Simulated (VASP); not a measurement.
Here is a VASP 6.6.1 calculation.

INCAR

```
PREC     = Accurate       # precision mode
ENCUT    = 520            # plane-wave cutoff, eV
EDIFF    = 1E-8           # SCF threshold, eV
ISMEAR   = -1             # smearing method
SIGMA    = 0.05           # smearing width, eV
LREAL    = F              # projectors in reciprocal space
LASPH    = T              # aspherical terms in the spheres
NELM     = 100            # most SCF steps
ALGO     = Normal         # electronic algorithm
ISIF     = 2              # what is computed and relaxed
LWAVE    = F              # write WAVECAR
LCHARG   = F              # write CHGCAR
GGA      = CA             # functional
LEFG     = T            
NBANDS   = 30             # bands
```

KPOINTS

```
regular mesh
0
Gamma
  9 9 9
```

POSCAR

```
Cu3Pt
1.0
    3.6342644633      0.0000000000      0.0000000000
    0.0000000000      3.6342644633      0.0000000000
    0.0000000000      0.0000000000      3.6342644633
Cu Pt
3 1
Direct
    0.0000000000      0.5000000000      0.5000000000
    0.5000000000      0.0000000000      0.5000000000
    0.5000000000      0.5000000000      0.0000000000
    0.0000000000      0.0000000000      0.0000000000
```

Potentials or basis: VASP PAW LDA potentials, release 64 (Cu, Pt).

Launch:

```sh
$ cat potpaw_LDA.64/Cu/POTCAR potpaw_LDA.64/Pt/POTCAR > POTCAR
$ mpirun -np 1 vasp_std > vasp.out
```

(1) Estimate the pressure.

Answers

(1) 0.1 GPa.

Caveat: without QUAD_EFG the Cq values of the log hold for a quadrupole moment of 1 mb, not for the nuclei.
